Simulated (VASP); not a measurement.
Wanted: the native input for a VASP 6.6.1 run.

| Item | Value |
| --- | --- |
| Task | single point |
| Functional | PBE |
| Potentials or basis | VASP PAW PBE potentials, release 64 (Al, In_d, As) |
| Cutoff | 520 eV |
| k mesh | 8 × 8 × 4 |
| Occupations | gaussian, width 0.02 eV |
| Spin | no spin polarisation |
| Dipole correction | no |
| Further INCAR settings | ALGO = Normal; EDIFF = 1e-06; NBANDS = 31 |

The structure of Al3InAs4 lies in POSCAR:

```
Al3InAs4
1.0
    4.1252189562      0.0000000000      0.0000000000
    0.0000000000      4.1252189562      0.0000000000
    0.0000000000      0.0000000000     11.6931016429
Al In As
3 1 4
Direct
    0.0000000000      0.0000000000      0.7408338858
    0.5000000000      0.5000000000      0.5000000000
    0.0000000000      0.0000000000      0.2591661142
    0.5000000000      0.5000000000      0.0000000000
    0.5000000000      0.0000000000      0.6203843738
    0.0000000000      0.5000000000      0.3796156262
    0.5000000000      0.0000000000      0.1407229211
    0.0000000000      0.5000000000      0.8592770789
```

The input as run:

INCAR

```
SYSTEM = Al3InAs4
PREC = Accurate
ENCUT = 520
EDIFF = 1E-6
ISMEAR = 0
SIGMA = 0.02
LREAL = .False.
LASPH = .True.
NELM = 60
ALGO = Normal
ISIF = 2
LWAVE = .False.
LCHARG = .False.
GGA = PE
NBANDS = 31
```

KPOINTS

```
Automatic mesh
0
Gamma
  8 8 4
  0 0 0
```

Potentials or basis: VASP PAW PBE potentials, release 64 (Al, In_d, As).

Command:

```sh
$ cat potpaw_PBE.64/Al/POTCAR potpaw_PBE.64/In_d/POTCAR potpaw_PBE.64/As/POTCAR > POTCAR
$ mpirun -np 1 vasp_std > vasp.out
```

Results of the run:

* Pressure: 0.1 GPa
* Band gap on the k mesh: 1.04 eV, direct

Caveat: spin-orbit coupling is left out, which moves the levels of the heavy elements.

Wall time 3 min on 1 thread of AMD EPYC 9R14 (Zen 4) (shared host), peak memory 0.41 GiB.
